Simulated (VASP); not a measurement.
Wanted: the native input for a VASP 6.6.1 run.

| Item | Value |
| --- | --- |
| Task | single point |
| Functional | PBE |
| Potentials or basis | VASP PAW PBE potentials, release 64 (Zn, O) |
| Cutoff | 520 eV |
| k mesh | 1 × 1 × 1 |
| Occupations | gaussian, width 0.02 eV |
| Spin | no spin polarisation |
| Dipole correction | no |
| Further INCAR settings | ALGO = Normal; EDIFF = 1e-06; NBANDS = 46 |

The structure of ZnO lies in POSCAR:

```
ZnO
1.0
    6.8798192645      0.0000000000      0.0000000000
    0.0000000000      6.8798192645      0.0000000000
    0.0000000000      0.0000000000      2.3122280835
Zn O
4 4
Direct
    0.1615470329      0.1615470329      0.5000000000
    0.8384529671      0.8384529671      0.5000000000
    0.6615470329      0.3384529671      0.0000000000
    0.3384529671      0.6615470329      0.0000000000
    0.8549921665      0.1450078335      0.5000000000
    0.1450078335      0.8549921665      0.5000000000
    0.6450078335      0.6450078335      0.0000000000
    0.3549921665      0.3549921665      0.0000000000
```

These files were run (other wordings do the same):

INCAR

```
ALGO = Normal
EDIFF = 1E-6
ENCUT = 520
GGA = PE
ISIF = 2
ISMEAR = 0
LASPH = T
LCHARG = F
LREAL = F
LWAVE = F
NBANDS = 46
NELM = 60
PREC = Accurate
SIGMA = 0.02
```

KPOINTS

```
k-points
0
Gamma
  1 1 1
```

Potentials or basis: VASP PAW PBE potentials, release 64 (Zn, O).

Launch:

```bash
$ cat potpaw_PBE.64/Zn/POTCAR potpaw_PBE.64/O/POTCAR > POTCAR
$ mpirun -np 1 vasp_gam > vasp.out
```

It gave:

```yaml
Pressure: 0.3 GPa
Largest_force: 0.006 eV/Å
```

Caveat: the k points lie up to 2.72 Å⁻¹ apart.

It took 6.9 s on 1 thread of Intel(R) Xeon(R) 6975P-C (Granite Rapids), with other jobs on the host, peak memory 0.21 GiB.
